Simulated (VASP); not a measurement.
# Al32C (a cell with a defect) in VASP: single point with PBE

Aim: the single point of Al32C (a cell with a defect) with PBE.

Program: VASP 6.6.1. These are calculated values, not measurements. Logs are shortened: lines on timing, memory, paths and dates and some standing lists are left out, and cuts for length are marked.

## 1. The cell of the first run

The cell holds a defect, 33 atoms: a = 8.100 Å, b = 8.100 Å, c = 8.100 Å, α = 90.00°, β = 90.00°, γ = 90.00°.

## 2. Single point, PBE

The input, INCAR:

```
SYSTEM = Al32C
PREC     = Accurate       ! precision mode
ENCUT    = 520            ! plane-wave cutoff, eV
EDIFF    = 1E-6           ! SCF threshold, eV
ISMEAR   = -1             ! smearing method
SIGMA    = 0.1            ! smearing width, eV
LREAL    = Auto         
LASPH    = .True.         ! aspherical terms in the spheres
NELM     = 80             ! most SCF steps
ALGO     = Normal         ! electronic algorithm
ISIF     = 2              ! what is computed and relaxed
LWAVE    = .False.        ! write WAVECAR
LCHARG   = .True.         ! write CHGCAR
GGA      = PE             ! functional
LELF     = .True.         ! ELF
LVHAR    = .True.       
NBANDS   = 72             ! bands
```

The input, KPOINTS:

```
regular mesh
0
Gamma
  3 3 3
  0 0 0
```

The input, POSCAR:

```
Al32C
1.0
    8.1000000000      0.0000000000      0.0000000000
    0.0000000000      8.1000000000      0.0000000000
    0.0000000000      0.0000000000      8.1000000000
Al C
32 1
Direct
    0.4966112129      0.0032152035      0.0033442936
    0.7499724360      0.2497687750      0.0024273837
    0.7499716863      0.0022098868      0.2499688150
    0.0033125607      0.0031873380      0.0033146179
    0.2499607763      0.2497436697     -0.0001844598
    0.4964867632      0.4963427064      0.0034645382
    0.7499570612      0.7497228683      0.0085948518
    0.2499583657     -0.0003773228      0.2499620847
    0.5001243818      0.2497485616      0.2499649791
    0.7499728592      0.4972985415      0.2499656991
    0.4965858863      0.0032382613      0.4965879780
    0.7499725976      0.2497656694      0.4975047470
    0.7499567988      0.0082242559      0.7499606403
    0.0034515693      0.4963561198      0.0034538131
    0.2499643759      0.7498186647      0.0024114713
   -0.0001873389      0.2497434317      0.2499642401
    0.2499635547      0.4999660394      0.2499667996
    0.4975161654      0.7498197525      0.2499671105
    0.0033396824      0.0032128289      0.4966158616
    0.2499615188      0.2497483355      0.5001271072
    0.4964792833      0.4963333867      0.4964815788
    0.7499573128      0.7497240385      0.4912782675
    0.2499657650      0.0022099708      0.7499742006
    0.4975014189      0.2497655211      0.7499750375
    0.7499581383      0.4908929806      0.7499618538
    0.0024080512      0.7498186113      0.2499675755
    0.0034614460      0.4963437714      0.4964899046
    0.2499639101      0.7498197059      0.4975194920
    0.0024240817      0.2497689280      0.7499748795
    0.2499623488      0.4972984998      0.7499752700
    0.4912720522      0.7497241074      0.7499611223
    0.0085886704      0.7497228159      0.7499608698
    0.7499161074      0.7494700752      0.7499235758
```

Potentials or basis: VASP PAW PBE potentials, release 64 (Al, C).

Run with:

```
> cat potpaw_PBE.64/Al/POTCAR potpaw_PBE.64/C/POTCAR > POTCAR
> mpirun -np 1 vasp_std > vasp.out
```

OUTCAR:

```text
SYSTEM = Al32C
   PREC = Accurate
   ENCUT = 520
   EDIFF = 1E-6
   ISMEAR = -1
   LREAL = Auto
   LASPH = .True.
   NELM = 80
   ISIF = 2
   GGA = PE

 ion  position               nearest neighbor table
   1  0.497  0.003  0.003-   9 2.82   5 2.82   8 2.83   2 2.86  24 2.86   3 2.86  23 2.86  18 2.86
                            15 2.86  13 2.90   7 2.90  31 2.90
   2  0.750  0.250  0.002-  25 2.83  13 2.83  10 2.84   3 2.84  16 2.85   9 2.85   1 2.86   4 2.86
                             6 2.86  14 2.86  29 2.89  24 2.89
   3  0.750  0.002  0.250-  22 2.83   7 2.83  12 2.84   2 2.84  16 2.85   9 2.85   1 2.86   4 2.86
                            11 2.86  19 2.86  26 2.89  18 2.89
   4  0.003  0.003  0.003-   5 2.83  16 2.83   8 2.83  29 2.86   2 2.86  23 2.86   3 2.86  15 2.86
                            26 2.86  13 2.90  32 2.90   7 2.90
   5  0.250  0.250  1.000-  14 2.82   6 2.82   1 2.82   4 2.83  23 2.85  29 2.85  24 2.85  30 2.85
                             8 2.87  16 2.87   9 2.87  17 2.87
   6  0.496  0.496  0.003-  17 2.82   9 2.82   5 2.82  18 2.86  10 2.86  15 2.86  30 2.86   2 2.86
                            24 2.86   7 2.90  31 2.90  25 2.90
   7  0.750  0.750  0.009-  33 2.10  10 2.83  18 2.83  26 2.83   3 2.83   4 2.90   1 2.90   6 2.90
                            14 2.90  13 2.96  32 2.96  31 2.96  25 2.96
   8  0.250  1.000  0.250-  11 2.83   1 2.83  19 2.83   4 2.83  26 2.85  15 2.85  28 2.85  18 2.85
                            16 2.87   5 2.87  20 2.87   9 2.87
   9  0.500  0.250  0.250-   6 2.82  21 2.82  11 2.82   1 2.82   2 2.85   3 2.85  12 2.85  10 2.85
[... 32 lines left out ...]
                            14 2.90  32 2.96   7 2.96  22 2.96  31 2.96
  26  0.002  0.750  0.250-  22 2.83   7 2.83  28 2.84  15 2.84   8 2.85  17 2.85  14 2.86  27 2.86
                             4 2.86  19 2.86   3 2.89  10 2.89
  27  0.003  0.496  0.496-  17 2.82  20 2.82  16 2.82  28 2.86  30 2.86  26 2.86  10 2.86  29 2.86
                            12 2.86  32 2.90  22 2.90  25 2.90
  28  0.250  0.750  0.498-  31 2.83  32 2.83  18 2.84  26 2.84   8 2.85  17 2.85  27 2.86  21 2.86
                            19 2.86  11 2.86  23 2.89  30 2.89
  29  0.002  0.250  0.750-  25 2.83  13 2.83  30 2.84  23 2.84   5 2.85  20 2.85  19 2.86   4 2.86
                            27 2.86  14 2.86   2 2.89  12 2.89
  30  0.250  0.497  0.750-  31 2.83  32 2.83  29 2.84  24 2.84   5 2.85  20 2.85  27 2.86  14 2.86
                            21 2.86   6 2.86  15 2.89  28 2.89
  31  0.491  0.750  0.750-  33 2.10  30 2.83  28 2.83  15 2.83  23 2.83  21 2.90   1 2.90   6 2.90
                            11 2.90  13 2.96   7 2.96  22 2.96  25 2.96
  32  0.009  0.750  0.750-  33 2.10  30 2.83  28 2.83  15 2.83  23 2.83   4 2.90  19 2.90  27 2.90
                            14 2.90  13 2.96   7 2.96  22 2.96  25 2.96
  33  0.750  0.749  0.750-  25 2.09  31 2.10  22 2.10   7 2.10  32 2.10  13 2.10

  LATTYP: Found a simple cubic cell.
 ALAT       =     8.1000000000

  Lattice vectors:

 A1 = (   8.1000000000,   0.0000000000,   0.0000000000)
 A2 = (   0.0000000000,   8.1000000000,   0.0000000000)
 A3 = (   0.0000000000,   0.0000000000,   8.1000000000)

Analysis of symmetry for initial positions (statically):
=====================================================================
 Subroutine PRICEL returns:
 Original cell was already a primitive cell.

 Routine SETGRP: Setting up the symmetry group for a
 simple cubic supercell.

 Subroutine GETGRP returns: Found  2 space group operations
 (whereof  1 operations were pure point group operations)
 out of a pool of 48 trial point group operations.

The static configuration has the point symmetry C_1 .
 The point group associated with its full space group is C_1h.

Analysis of symmetry for dynamics (positions and initial velocities):
=====================================================================
 Subroutine PRICEL returns:
 Original cell was already a primitive cell.

 Routine SETGRP: Setting up the symmetry group for a
 simple cubic supercell.

 Subroutine GETGRP returns: Found  2 space group operations
 (whereof  1 operations were pure point group operations)
 out of a pool of 48 trial point group operations.

The dynamic configuration has the point symmetry C_1 .
 The point group associated with its full space group is C_1h.

 Subroutine INISYM returns: Found  2 space group operations
 (whereof  1 operations are pure point group operations),
 and found     1 'primitive' translations

----------------------------------------------------------------------------------------

                                     Primitive cell

  volume of cell :     531.4410

  direct lattice vectors                    reciprocal lattice vectors
     8.100000000  0.000000000  0.000000000     0.123456790  0.000000000  0.000000000
     0.000000000  8.100000000  0.000000000     0.000000000  0.123456790  0.000000000
     0.000000000  0.000000000  8.100000000     0.000000000  0.000000000  0.123456790

  length of vectors
     8.100000000  8.100000000  8.100000000     0.123456790  0.123456790  0.123456790

[... 83 lines left out ...]
     0.000000000  0.041152263  0.000000000     0.000000000  0.333333333  0.000000000
     0.000000000  0.000000000  0.041152263     0.000000000  0.000000000  0.333333333

  Length of vectors
     0.041152263  0.041152263  0.041152263

  Shift w.r.t. Gamma in fractional coordinates (k-lattice)
     0.000000000  0.000000000  0.000000000

 Subroutine IBZKPT returns following result:
 ===========================================

 Found     10 irreducible k-points:

 Following reciprocal coordinates:
            Coordinates               Weight
  0.000000  0.000000  0.000000      1.000000
  0.333333  0.000000  0.000000      4.000000
  0.000000  0.333333  0.000000      2.000000
  0.333333  0.333333  0.000000      4.000000
  0.333333  0.000000  0.333333      2.000000
 -0.333333  0.333333  0.000000      4.000000
 -0.333333  0.000000  0.333333      2.000000
  0.333333  0.333333  0.333333      2.000000
 -0.333333  0.333333  0.333333      4.000000
  0.333333 -0.333333  0.333333      2.000000
   k-points           NKPTS =     10   k-points in BZ     NKDIM =     10   number of bands    NBANDS=     72
   number of dos      NEDOS =    301   number of ions     NIONS =     33
   total plane-waves  NPLWV = 216000
   dimension x,y,z NGX =    60 NGY =   60 NGZ =   60
   dimension x,y,z NGXF=   120 NGYF=  120 NGZF=  120
   ions per type =              32   1
   NGX,Y,Z   is equivalent  to a cutoff of  12.31, 12.31, 12.31 a.u.
   NGXF,Y,Z  is equivalent  to a cutoff of  24.63, 24.63, 24.63 a.u.
 SYSTEM =  Al32C
   PREC   = accura    normal or accurate (medium, high low for compatibility)
   ISTART =      0    job   : 0-new  1-cont  2-samecut
   ICHARG =      2    charge: 1-file 2-atom 10-const
   ISPIN  =      1    spin polarized calculation?
   LNONCOLLINEAR =      F non collinear calculations
   LSORBIT =      F    spin-orbit coupling
   LASPH  =      T    aspherical Exc in radial PAW
   ENCUT  =  520.0 eV  38.22 Ry    6.18 a.u.  15.06 15.06 15.06*2*pi/ulx,y,z
   NELM   =     80;   NELMIN=  2; NELMDL= -5     # of ELM steps
   EDIFF  = 0.1E-05   stopping-criterion for ELM
   LREAL  =      T    real-space projection
   EDIFFG = 0.1E-04   stopping-criterion for IOM
   NSW    =      0    number of steps for IOM
   IBRION =     -1    ionic relax: 0-MD 1-quasi-New 2-CG
   NFREE  =      0    steps in history (QN), initial steepest desc. (CG)
   ISIF   =      2    stress and relaxation
   ISYM   =      2    0-nonsym 1-usesym 2-fastsym
   POTIM  = 0.5000    time-step for ionic-motion
   TEBEG  =    0.0;   TEEND  =   0.0 temperature during run
   PSTRESS=    0.0 pullay stress
   NELECT =     100.0000    total number of electrons
   NUPDOWN=      -1.0000    fix difference up-down
   EMIN   =  10.00;   EMAX   =-10.00  energy-range for DOS
   EFERMI =   0.00;   METHOD = LEGACY
   ISMEAR =    -1;   SIGMA  =   0.10  broadening in eV -4-tet -1-fermi 0-gaus
   EFERMI_NEDOS =   21; number of points for ismear=-14 and -15
   IALGO  =     38    algorithm
   IMIX   =      4    mixing-type and parameters
     AMIX     =   0.40;   BMIX     =  1.00
     AMIX_MAG =   1.60;   BMIX_MAG =  1.00
  volume/ion in A,a.u.               =      16.10       108.68
  Fermi-wavevector in a.u.,A,eV,Ry     =   0.938116  1.772782 11.973962  0.880061
  Thomas-Fermi vector in A             =   2.065295
   LORBIT       =      0    0 simple, 1 ext, 2 COOP (PROOUT), +10 PAW based schemes
   GGA     = PE    functional components
   LHFCALC =     F    Hartree Fock is set to
   AEXX    =    0.0000 exact exchange contribution
   IVDW    =     0    specifies the selected vdW correction
   LEPSILON=     F    determine dielectric tensor
   LRPA    =     F    only Hartree local field effects (RPA)
 non-spin polarized calculation
  energy-cutoff  :      520.00
  volume of cell :      531.44
 maximum number of plane-waves:     14358
   NGX = 31   NGY = 31   NGZ = 31

 number of electron     100.0000001 magnetization

 Free energy of the ion-electron system (eV)
  ---------------------------------------------------
  ext. energy  EPLUGINS =         0.00000000
  ---------------------------------------------------
  free energy    TOTEN  =      -128.26089799 eV

  energy without entropy =     -127.88876912  energy(sigma->0) =     -128.07483356

 E-fermi :   8.0471     XC(G=0): -10.2424

 val. band max:        8.0336957656   @ k =  -0.3333   0.0000   0.3333
 cond. band min:       8.1013535852   @ k =   0.0000   0.3333   0.0000
 fundamental gap:      0.0676578196
 Fermi energy:         8.0470817720

 k-point     1 :       0.0000    0.0000    0.0000
  band No.  band energies     occupation
      1      -4.9579      2.00000
      2      -2.7172      2.00000
      3      -0.9203      2.00000
      4      -0.9203      2.00000
      5      -0.9203      2.00000
      6      -0.8538      2.00000
[... 639 lines left out ...]
     61       9.7602      0.00000
     62       9.8564      0.00000
 [bands above 62 left out]

------------------------ aborting loop because EDIFF is reached ----------------------------------------

  FORCE on cell =-STRESS in cart. coord.  units (eV):
  Direction    XX          YY          ZZ          XY          YZ          ZX
  --------------------------------------------------------------------------------------
  -------------------------------------------------------------------------------------
  Total        0.8432371      0.8641806      0.8432371      0.0027752      0.0027752      0.0028940
  in kB        2.5421739      2.6053138      2.5421739      0.0083667      0.0083667      0.0087248
  external PRESSURE =       2.5632205 kB  Pullay stress =       0.0000000 kB

 VOLUME and BASIS-vectors are now :
 -----------------------------------------------------------------------------
  energy-cutoff  :      520.00
  volume of cell :      531.44
      direct lattice vectors                 reciprocal lattice vectors
     8.100000000  0.000000000  0.000000000     0.123456790  0.000000000  0.000000000
     0.000000000  8.100000000  0.000000000     0.000000000  0.123456790  0.000000000
     0.000000000  0.000000000  8.100000000     0.000000000  0.000000000  0.123456790

 POSITION                                       TOTAL-FORCE (eV/Angst)
 -----------------------------------------------------------------------------------
      4.02255      0.02604      0.02709        -0.000715     -0.001895      0.000274
      6.07478      2.02313      0.01966        -0.000086     -0.000276      0.004848
      6.07477      0.01790      2.02475        -0.000301      0.004562     -0.000312
      0.02683      0.02582      0.02685         0.000648     -0.001427      0.000648
      2.02468      2.02292      8.09851         0.000178      0.001242      0.000326
      4.02154      4.02038      0.02806         0.001450      0.002063     -0.001292
[... 25 lines left out ...]
      0.06957      6.07275      6.07468         0.007518     -0.002861      0.000208
      6.07432      6.07071      6.07438         0.000310      0.003706      0.000310
 -----------------------------------------------------------------------------------
    total drift:                                0.008820     -0.010354     -0.014290

  FREE ENERGIE OF THE ION-ELECTRON SYSTEM (eV)
  ---------------------------------------------------
  free  energy   TOTEN  =      -128.2608979888 eV

  energy  without entropy=     -127.8887691228  energy(sigma->0) =     -128.07483356
```

Wall time 7.4 min (1 thread of AMD EPYC 9R14 (Zen 4), shared host); peak memory 0.57 GiB.

Results:

```yaml
Free_energy: -128.2609 eV
Pressure: 0.3 GPa
Largest_force: 0.008 eV/Å
Band_gap_on_the_k_mesh: zero (band 50 reaches 8.22 eV, above the bottom of band 51 at 7.79 eV)
```

Forces in eV/Å, atoms in the order of the input:
```
Al  -0.001 -0.002  0.000
Al   0.000  0.000  0.005
Al   0.000  0.005  0.000
Al   0.001 -0.001  0.001
Al   0.000  0.001  0.000
Al   0.001  0.002 -0.001
Al   0.000 -0.003  0.008
Al   0.000 -0.003  0.000
Al   0.000  0.003  0.000
Al   0.000 -0.004  0.000
Al   0.000 -0.002  0.000
Al   0.000  0.000 -0.005
Al  -0.001  0.003 -0.001
Al  -0.002  0.001 -0.002
Al   0.000 -0.001  0.005
Al   0.000  0.001  0.000
Al   0.000  0.001  0.000
Al  -0.006  0.000  0.000
Al   0.000 -0.002 -0.001
Al   0.000  0.003  0.000
Al   0.001  0.002  0.001
Al   0.000 -0.002 -0.006
Al   0.000  0.005  0.000
Al  -0.005  0.000  0.000
Al   0.000 -0.001  0.000
Al   0.005 -0.001  0.000
Al  -0.001  0.002  0.001
Al   0.000  0.000 -0.006
Al   0.005  0.000  0.000
Al   0.000 -0.004  0.000
Al  -0.006 -0.002  0.000
Al   0.008 -0.003  0.000
C    0.000  0.004  0.000
```
